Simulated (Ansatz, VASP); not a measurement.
Sc2GeSe: VASP beside Ansatz

Contents of INCAR:

```
SYSTEM = Sc2GeSe
PREC     = Accurate       ! precision mode
ENCUT    = 600            ! plane-wave cutoff, eV
EDIFF    = 1E-7           ! SCF threshold, eV
ISMEAR   = 0              ! smearing method
SIGMA    = 0.1            ! smearing width, eV
LREAL    = .FALSE.        ! projectors in reciprocal space
LASPH    = .TRUE.         ! aspherical terms in the spheres
NELM     = 60             ! most SCF steps
ALGO     = Fast           ! electronic algorithm
ISIF     = 3              ! what is computed and relaxed
LWAVE    = .FALSE.        ! write WAVECAR
LCHARG   = .FALSE.        ! write CHGCAR
GGA      = PE             ! functional
IBRION   = 2              ! ionic algorithm
NSW      = 90             ! ionic steps
EDIFFG   = -0.04          ! ionic threshold
```

The input KPOINTS:

```
regular mesh
0
G
  4 4 4
  0 0 0
```

Contents of POSCAR:

```
Sc2GeSe
1.0
    3.8920991558      0.0000000000      0.0000000000
    0.0000000000      3.8920991558      0.0000000000
    0.0000000000      0.0000000000      5.4806133046
Sc Ge Se
2 1 1
Direct
    0.5000000000      0.5000000000      0.0000000000
    0.0000000000      0.0000000000      0.5000000000
    0.5000000000      0.5000000000      0.5000000000
    0.0000000000      0.0000000000      0.0000000000
```

Input for Ansatz:

```yaml
crystal:
  lattice:
    - [3.8920991558, 0.0, 0.0]
    - [0.0, 3.8920991558, 0.0]
    - [0.0, 0.0, 5.4806133046]
  atoms:
    - { symbol: Sc, position: [0.5, 0.5, 0.0] }
    - { symbol: Sc, position: [0.0, 0.0, 0.5] }
    - { symbol: Ge, position: [0.5, 0.5, 0.5] }
    - { symbol: Se, position: [0.0, 0.0, 0.0] }
basis:
  ecutwfc: 420
kpoints:
  mp_grid: { grid: [4, 4, 4] }
hamiltonian:
  xc: pbe
scf:
  occupations: { method: gaussian, width: 0.1 }
  lower_state_search: "off"
output:
  forces: true
  stress: true
  eigenvalues: true
relax:
  adjacent_minimum: "off"
  f_tol: 0.04
  max_steps: 70
  cell: { stress_tol: 0.4 }
```

Change from the starting cell: the structure that the rattled cell fell into.

Alike in both runs: task relaxation of cell and atoms; functional PBE; k mesh 4 × 4 × 4; occupations gaussian, width 0.1 eV; no spin polarisation.

|  | VASP | Ansatz |
| --- | --- | --- |
| version | VASP 6.6.1 | Ansatz 0.2.0 |
| potentials or method | VASP PAW PBE potentials, release 64 (Sc_sv, Ge_d, Se), cutoff 600 eV | scalar-relativistic, plane waves, PAW |
| valence electrons in the cell | 42 | 52 |

Ansatz gave:

| Quantity | Value |
| --- | --- |
| gap on the k mesh at the Fermi level, each at its own relaxed structure (eV) | none |
| relaxed volume (Å³/atom) | 20.76 |
| relaxed length of the cell vector where the two differ most in proportion (Å) | 5.481 |

Task: Which values does VASP return?

Result: gap on the k mesh at the Fermi level, each at its own relaxed structure (eV): none; relaxed volume (Å³/atom): 20.82; relaxed length of the cell vector where the two differ most in proportion (Å): 5.492.

A gap of «none» marks a metal or a gap that the smearing closes. VASP's potentials hold 42 valence electrons a cell and Ansatz's 52, so a difference there can come from the potentials and not from the codes.

The k mesh is coarse, so the values compare programs but aren't converged.
